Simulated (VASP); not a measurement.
# RbBr (Fm-3m) in VASP: a series of runs, part 2 of 2

VASP 6.6.1. Earlier steps stand in the parts before.

**3. Single point, PBE-based global hybrid**

Contents of POSCAR:

```
RbBr
1.0
    0.0000000000      3.4608260448      3.4608260448
    3.4608260448      0.0000000000      3.4608260448
    3.4608260448      3.4608260448      0.0000000000
Rb Br
1 1
Direct
    0.0000000000      0.0000000000      0.0000000000
    0.5000000000      0.5000000000      0.5000000000
```

Contents of INCAR.step1:

```
SYSTEM = RbBr
  ALGO = Normal
  EDIFF = 1E-5
  ENCUT = 520
  GGA = PE
  ISIF = 2
  ISMEAR = 0
  LASPH = .TRUE.
  LCHARG = .FALSE.
  LREAL = .FALSE.
  LWAVE = .TRUE.
  NBANDS = 15
  NELM = 100
  PREC = Accurate
  SIGMA = 0.01
```

Contents of INCAR.step2:

```
SYSTEM = RbBr
  AEXX = 0.4
  ALGO = Normal
  EDIFF = 1E-6
  ENCUT = 520
  GGA = PE
  ISIF = 2
  ISMEAR = 0
  ISTART = 1
  LASPH = .TRUE.
  LCHARG = .FALSE.
  LHFCALC = .TRUE.
  LREAL = .FALSE.
  LWAVE = .FALSE.
  NBANDS = 15
  NELM = 100
  PREC = Accurate
  PRECFOCK = Normal
  SIGMA = 0.01
```

Contents of KPOINTS:

```
k-points
0
G
  4 4 4
  0 0 0
```

Potentials or basis: VASP PAW PBE potentials, release 64 (Rb_sv, Br).

The run is started by

```
> cat potpaw_PBE.64/Rb_sv/POTCAR potpaw_PBE.64/Br/POTCAR > POTCAR
> cp INCAR.step1 INCAR
> mpirun -np 1 vasp_std > vasp.out
> cp INCAR.step2 INCAR
> mpirun -np 1 vasp_std > vasp.out
```

OUTCAR:

```text
SYSTEM = RbBr
   AEXX = 0.4
   EDIFF = 1E-6
   ENCUT = 520
   GGA = PE
   ISIF = 2
   ISMEAR = 0
   ISTART = 1
   LASPH = .TRUE.
   LHFCALC = .TRUE.
   LREAL = .FALSE.
   NELM = 100
   PREC = Accurate
   PRECFOCK = Normal

 ion  position               nearest neighbor table
   1  0.000  0.000  0.000-   2 3.46   2 3.46   2 3.46   2 3.46   2 3.46   2 3.46
   2  0.500  0.500  0.500-   1 3.46   1 3.46   1 3.46   1 3.46   1 3.46   1 3.46

  LATTYP: Found a face centered cubic cell.
 ALAT       =     6.9216520896

  Lattice vectors:

 A1 = (   0.0000000000,   3.4608260448,   3.4608260448)
 A2 = (   3.4608260448,   0.0000000000,   3.4608260448)
 A3 = (   3.4608260448,   3.4608260448,   0.0000000000)

Analysis of symmetry for initial positions (statically):
=====================================================================
 Subroutine PRICEL returns:
 Original cell was already a primitive cell.

 Routine SETGRP: Setting up the symmetry group for a
 face centered cubic supercell.

 Subroutine GETGRP returns: Found 48 space group operations
 (whereof 48 operations were pure point group operations)
 out of a pool of 48 trial point group operations.

The static configuration has the point symmetry O_h .

Analysis of symmetry for dynamics (positions and initial velocities):
=====================================================================
 Subroutine PRICEL returns:
 Original cell was already a primitive cell.

 Routine SETGRP: Setting up the symmetry group for a
 face centered cubic supercell.

 Subroutine GETGRP returns: Found 48 space group operations
 (whereof 48 operations were pure point group operations)
 out of a pool of 48 trial point group operations.

The dynamic configuration has the point symmetry O_h .

 Subroutine INISYM returns: Found 48 space group operations
 (whereof 48 operations are pure point group operations),
 and found     1 'primitive' translations

----------------------------------------------------------------------------------------

                                     Primitive cell

  volume of cell :      82.9028

  direct lattice vectors                    reciprocal lattice vectors
     0.000000000  3.460826045  3.460826045    -0.144474179  0.144474179  0.144474179
     3.460826045  0.000000000  3.460826045     0.144474179 -0.144474179  0.144474179
     3.460826045  3.460826045  0.000000000     0.144474179  0.144474179 -0.144474179

  length of vectors
     4.894347130  4.894347130  4.894347130     0.250236618  0.250236618  0.250236618

  position of ions in fractional coordinates (direct lattice)
     0.000000000  0.000000000  0.000000000
     0.500000000  0.500000000  0.500000000

  ion indices of the primitive-cell ions
   primitive index   ion index
                 1           1
                 2           2

----------------------------------------------------------------------------------------

 KPOINTS: k-points

Automatic generation of k-mesh.
 Grid dimensions read from file:
 generate k-points for:    4    4    4

 Generating k-lattice:

[... 32 lines left out ...]
   NGX,Y,Z   is equivalent  to a cutoff of  12.23, 12.23, 12.23 a.u.
   NGXF,Y,Z  is equivalent  to a cutoff of  24.46, 24.46, 24.46 a.u.
 SYSTEM =  RbBr
   PREC   = accura    normal or accurate (medium, high low for compatibility)
   ISTART =      1    job   : 0-new  1-cont  2-samecut
   ICHARG =      0    charge: 1-file 2-atom 10-const
   ISPIN  =      1    spin polarized calculation?
   LNONCOLLINEAR =      F non collinear calculations
   LSORBIT =      F    spin-orbit coupling
   LASPH  =      T    aspherical Exc in radial PAW
   ENCUT  =  520.0 eV  38.22 Ry    6.18 a.u.   9.10  9.10  9.10*2*pi/ulx,y,z
   NELM   =    100;   NELMIN=  2; NELMDL=  0     # of ELM steps
   EDIFF  = 0.1E-05   stopping-criterion for ELM
   LREAL  =      F    real-space projection
   EDIFFG = 0.1E-04   stopping-criterion for IOM
   NSW    =      0    number of steps for IOM
   IBRION =     -1    ionic relax: 0-MD 1-quasi-New 2-CG
   NFREE  =      0    steps in history (QN), initial steepest desc. (CG)
   ISIF   =      2    stress and relaxation
   ISYM   =      3    0-nonsym 1-usesym 2-fastsym
   POTIM  = 0.5000    time-step for ionic-motion
   TEBEG  =    0.0;   TEEND  =   0.0 temperature during run
   PSTRESS=    0.0 pullay stress
   NELECT =      16.0000    total number of electrons
   NUPDOWN=      -1.0000    fix difference up-down
   EMIN   =  10.00;   EMAX   =-10.00  energy-range for DOS
   EFERMI =   0.00;   METHOD = LEGACY
   ISMEAR =     0;   SIGMA  =   0.01  broadening in eV -4-tet -1-fermi 0-gaus
   EFERMI_NEDOS =   21; number of points for ismear=-14 and -15
   IALGO  =     38    algorithm
   IMIX   =      1    mixing-type and parameters
     AMIX     =   0.40;   BMIX     =  1.00
     AMIX_MAG =   1.60;   BMIX_MAG =  1.00
  volume/ion in A,a.u.               =      41.45       279.73
  Fermi-wavevector in a.u.,A,eV,Ry     =   0.946074  1.787820 12.177974  0.895056
  Thomas-Fermi vector in A             =   2.074037
   LORBIT       =      0    0 simple, 1 ext, 2 COOP (PROOUT), +10 PAW based schemes
   GGA     = PE    functional components
   LHFCALC =     T    Hartree Fock is set to
   PRECFOCK=normal    Normal, Fast or Accurate (Low or Medium for compatibility)
   ENCUT4O =  -1.0   cutoff for four orbital integrals eV
   NKREDX  =     1    reduce k-point grid by
   NKREDY  =     1    reduce k-point grid by
   NKREDZ  =     1    reduce k-point grid by
   AEXX    =    0.4000 exact exchange contribution
   HFSCREEN=    0.0000 screening length (either q_TF or 0.3 A-1)
   HFSCREENC=   0.0000 screening length for correlation (either q_TF or 0.3 A-1)
   ENCUTFOCK=  -1.0 apply spherical cutoff to Coloumb kernel
   IVDW    =     0    specifies the selected vdW correction
   LEPSILON=     F    determine dielectric tensor
   LRPA    =     F    only Hartree local field effects (RPA)
 non-spin polarized calculation
 Gauss-broadening in eV      SIGMA  =   0.01
  energy-cutoff  :      520.00
  volume of cell :       82.90
 maximum number of plane-waves:      2252
  NGX = 28; NGY = 28; NGZ = 28

 number of electron      15.9999997 magnetization

 Free energy of the ion-electron system (eV)
  ---------------------------------------------------
  ext. energy  EPLUGINS =         0.00000000
  ---------------------------------------------------
  free energy    TOTEN  =        -8.50394570 eV

  energy without entropy =       -8.50394570  energy(sigma->0) =       -8.50394570

 E-fermi :  -3.8595     XC(G=0):  -4.7026

 val. band max:       -3.9061723156   @ k =   0.0000   0.0000   0.0000
 cond. band min:       3.4245103799   @ k =   0.0000   0.0000   0.0000
 fundamental gap:      7.3306826955
 Fermi energy:        -3.8594835981

 k-point     1 :       0.0000    0.0000    0.0000
  band No.  band energies     occupation
      1     -31.0912      2.00000
      2     -17.7293      2.00000
      3     -13.2884      2.00000
      4     -13.2884      2.00000
      5     -13.2884      2.00000
      6      -3.9062      2.00000
      7      -3.9062      2.00000
      8      -3.9062      2.00000
      9       3.4245      0.00000
     10       6.6169      0.00000
     11       6.6169      0.00000
     12       6.6169      0.00000
     13       7.6277      0.00000
     14       7.6277      0.00000
[... 113 lines left out ...]
      2     -17.6931      2.00000
      3     -13.4138      2.00000
      4     -13.4138      2.00000
      5     -13.2639      2.00000
      6      -4.4111      2.00000
      7      -4.2859      2.00000
      8      -4.2859      2.00000
      9       6.2732      0.00000
     10       6.2732      0.00000
     11       7.5914      0.00000
     12       8.0462      0.00000
     13      10.4322      0.00000
     14      10.5744      0.00000
     15      10.6144      0.00000

------------------------ aborting loop because EDIFF is reached ----------------------------------------

  FORCE on cell =-STRESS in cart. coord.  units (eV):
  Direction    XX          YY          ZZ          XY          YZ          ZX
  --------------------------------------------------------------------------------------
  -------------------------------------------------------------------------------------
  Total        0.0393081      0.0393081      0.0393081      0.0000000      0.0000000      0.0000000
  in kB        0.7596673      0.7596673      0.7596673      0.0000000      0.0000000      0.0000000
  external PRESSURE =       0.7596673 kB  Pullay stress =       0.0000000 kB

 VOLUME and BASIS-vectors are now :
 -----------------------------------------------------------------------------
  energy-cutoff  :      520.00
  volume of cell :       82.90
      direct lattice vectors                 reciprocal lattice vectors
     0.000000000  3.460826045  3.460826045    -0.144474179  0.144474179  0.144474179
     3.460826045  0.000000000  3.460826045     0.144474179 -0.144474179  0.144474179
     3.460826045  3.460826045  0.000000000     0.144474179  0.144474179 -0.144474179

 POSITION                                       TOTAL-FORCE (eV/Angst)
 -----------------------------------------------------------------------------------
      0.00000      0.00000      0.00000         0.000000     -0.000000     -0.000000
      3.46083      3.46083      3.46083        -0.000000      0.000000      0.000000
 -----------------------------------------------------------------------------------
    total drift:                               -0.000000     -0.000000     -0.000000

  FREE ENERGIE OF THE ION-ELECTRON SYSTEM (eV)
  ---------------------------------------------------
  free  energy   TOTEN  =        -8.5039456962 eV

  energy  without entropy=       -8.5039456962  energy(sigma->0) =       -8.50394570
```

It took 4.1 min on 1 thread of Intel Xeon 6975P-C (Granite Rapids), shared host; peak memory 0.22 GiB.

Results:

| Item | Value |
| --- | --- |
| Free energy | -8.5039 eV |
| Pressure | 0.1 GPa |
| Band gap on the k mesh | 7.33 eV, direct |

Caveat: the PAW data sets were made with another functional, which shifts forces and pressure a little.

**4. Single point, HSE06**

POSCAR is that of step 3.

Contents of INCAR.step1:

```
PREC = Accurate
ENCUT = 520
EDIFF = 1E-5
ISMEAR = 1
SIGMA = 0.5
LREAL = F
LASPH = T
NELM = 100
ALGO = Normal
ISIF = 2
LWAVE = T
LCHARG = F
NBANDS = 15
GGA = PE
```

Contents of INCAR.step2:

```
PREC = Accurate
ENCUT = 520
EDIFF = 1E-6
ISMEAR = 1
SIGMA = 0.5
LREAL = F
LASPH = T
NELM = 100
ALGO = Normal
ISIF = 2
LWAVE = F
LCHARG = F
GGA = PE
LHFCALC = T
HFSCREEN = 0.2079
PRECFOCK = Normal
NBANDS = 15
ISTART = 1
```

Contents of KPOINTS:

```
regular mesh
0
Gamma
  4 4 4
```

Potentials or basis: VASP PAW PBE potentials, release 64 (Rb_sv, Br).

The run is started by

```
> cat potpaw_PBE.64/Rb_sv/POTCAR potpaw_PBE.64/Br/POTCAR > POTCAR
> cp INCAR.step1 INCAR
> mpirun -np 1 vasp_std > vasp.out
> cp INCAR.step2 INCAR
> mpirun -np 1 vasp_std > vasp.out
```

OUTCAR:

```text
PREC = Accurate
   ENCUT = 520
   EDIFF = 1E-6
   ISMEAR = 1
   LREAL = F
   LASPH = T
   NELM = 100
   ISIF = 2
   GGA = PE
   LHFCALC = T
   HFSCREEN = 0.2079
   PRECFOCK = Normal
   ISTART = 1

 ion  position               nearest neighbor table
   1  0.000  0.000  0.000-   2 3.46   2 3.46   2 3.46   2 3.46   2 3.46   2 3.46
   2  0.500  0.500  0.500-   1 3.46   1 3.46   1 3.46   1 3.46   1 3.46   1 3.46

  LATTYP: Found a face centered cubic cell.
 ALAT       =     6.9216520896

  Lattice vectors:

 A1 = (   0.0000000000,   3.4608260448,   3.4608260448)
 A2 = (   3.4608260448,   0.0000000000,   3.4608260448)
 A3 = (   3.4608260448,   3.4608260448,   0.0000000000)

Analysis of symmetry for initial positions (statically):
=====================================================================
 Subroutine PRICEL returns:
 Original cell was already a primitive cell.

 Routine SETGRP: Setting up the symmetry group for a
 face centered cubic supercell.

 Subroutine GETGRP returns: Found 48 space group operations
 (whereof 48 operations were pure point group operations)
 out of a pool of 48 trial point group operations.

The static configuration has the point symmetry O_h .

Analysis of symmetry for dynamics (positions and initial velocities):
=====================================================================
 Subroutine PRICEL returns:
 Original cell was already a primitive cell.

 Routine SETGRP: Setting up the symmetry group for a
 face centered cubic supercell.

 Subroutine GETGRP returns: Found 48 space group operations
 (whereof 48 operations were pure point group operations)
 out of a pool of 48 trial point group operations.

The dynamic configuration has the point symmetry O_h .

 Subroutine INISYM returns: Found 48 space group operations
 (whereof 48 operations are pure point group operations),
 and found     1 'primitive' translations
[... 112 lines left out ...]
   HFSCREENC=   0.2079 screening length for correlation (either q_TF or 0.3 A-1)
   ENCUTFOCK=  -1.0 apply spherical cutoff to Coloumb kernel
   IVDW    =     0    specifies the selected vdW correction
   LEPSILON=     F    determine dielectric tensor
   LRPA    =     F    only Hartree local field effects (RPA)
 non-spin polarized calculation
 Methfessel and Paxton  Order N= 1 SIGMA  =   0.50
  energy-cutoff  :      520.00
  volume of cell :       82.90
 maximum number of plane-waves:      2252
  NGX = 28; NGY = 28; NGZ = 28

 number of electron      15.9999997 magnetization

 Free energy of the ion-electron system (eV)
  ---------------------------------------------------
  ext. energy  EPLUGINS =         0.00000000
  ---------------------------------------------------
  free energy    TOTEN  =        -7.01485787 eV

  energy without entropy =       -7.10676749  energy(sigma->0) =       -7.04549441

 E-fermi :  -2.5724     XC(G=0):  -5.9879

 val. band max:       -2.7312059321   @ k =   0.0000   0.0000   0.0000
 cond. band min:       2.7001814452   @ k =   0.0000   0.0000   0.0000
 fundamental gap:      5.4313873773
 Fermi energy:        -2.5723666406

 k-point     1 :       0.0000    0.0000    0.0000
  band No.  band energies     occupation
      1     -28.8833      2.00000
      2     -15.9243      2.00000
      3     -11.7962      2.00000
      4     -11.7962      2.00000
      5     -11.7962      2.00000
      6      -2.7312      1.50879
      7      -2.7312      1.50879
      8      -2.7312      1.50879
      9       2.7002     -0.00000
     10       5.7922     -0.00000
     11       5.7922     -0.00000
     12       5.7922     -0.00000
     13       6.7474     -0.00000
     14       6.7474     -0.00000
[... 113 lines left out ...]
      2     -15.8891      2.00000
      3     -11.9153      2.00000
      4     -11.9153      2.00000
      5     -11.7751      2.00000
      6      -3.2295      2.06873
      7      -3.1091      2.06232
      8      -3.1091      2.06232
      9       5.5048     -0.00000
     10       5.5048     -0.00000
     11       6.7279     -0.00000
     12       7.1435     -0.00000
     13       9.5102      0.00000
     14       9.5554      0.00000
     15       9.5880      0.00000

------------------------ aborting loop because EDIFF is reached ----------------------------------------

  FORCE on cell =-STRESS in cart. coord.  units (eV):
  Direction    XX          YY          ZZ          XY          YZ          ZX
  --------------------------------------------------------------------------------------
  -------------------------------------------------------------------------------------
  Total        0.1031964      0.1031964      0.1031964     -0.0000000      0.0000000      0.0000000
  in kB        1.9943704      1.9943704      1.9943704     -0.0000000      0.0000000      0.0000000
  external PRESSURE =       1.9943704 kB  Pullay stress =       0.0000000 kB

 VOLUME and BASIS-vectors are now :
 -----------------------------------------------------------------------------
  energy-cutoff  :      520.00
  volume of cell :       82.90
      direct lattice vectors                 reciprocal lattice vectors
     0.000000000  3.460826045  3.460826045    -0.144474179  0.144474179  0.144474179
     3.460826045  0.000000000  3.460826045     0.144474179 -0.144474179  0.144474179
     3.460826045  3.460826045  0.000000000     0.144474179  0.144474179 -0.144474179

 POSITION                                       TOTAL-FORCE (eV/Angst)
 -----------------------------------------------------------------------------------
      0.00000      0.00000      0.00000         0.000000      0.000000      0.000000
      3.46083      3.46083      3.46083        -0.000000      0.000000     -0.000000
 -----------------------------------------------------------------------------------
    total drift:                               -0.000001     -0.000001     -0.000001

  FREE ENERGIE OF THE ION-ELECTRON SYSTEM (eV)
  ---------------------------------------------------
  free  energy   TOTEN  =        -7.0148578737 eV

  energy  without entropy=       -7.1067674943  energy(sigma->0) =       -7.04549441
```

Wall time 3.9 min (1 thread of Intel Xeon 6975P-C (Granite Rapids), shared host); peak memory 0.32 GiB.

What came out:

| Property | Result |
| --- | --- |
| Free energy | -7.0149 eV |
| Pressure | 0.2 GPa |
| Band gap on the k mesh | 5.43 eV, direct |

Caveat: the PAW data sets were made with another functional, which shifts forces and pressure a little.

**5. Summary**

| level | smearing | share of exact exchange | screening parameter | gap on the mesh (eV) | pressure (GPa) |
| --- | --- | --- | --- | --- | --- |
| PBE-based screened hybrid | gaussian 0.01 eV | 0.05 | 0.1 1/Å | 4.58 | 0.5 |
| PBE-based global hybrid | gaussian 0.01 eV | 0.4 | - | 7.33 | 0.1 |
| HSE06 | methfessel-paxton 0.5 eV | - | 0.2079 1/Å | 5.43 | 0.2 |

Alike in all rows: task single point; potentials or basis VASP PAW PBE potentials, release 64 (Rb_sv, Br); no spin polarisation; cell as given; k mesh 4 × 4 × 4; cutoff (eV) 520.

On the cell as given the gap runs from 4.58 eV (PBE-based screened hybrid) to 7.33 eV (PBE-based global hybrid). The pressure there spans 0.1 GPa (PBE-based global hybrid) to 0.5 GPa (PBE-based screened hybrid); a positive pressure means that this level wants a larger cell, a negative one a smaller.

Caveats: the PAW data sets were made with another functional, which shifts forces and pressure a little.

Absolute energies hang on the potentials; compare differences alone.
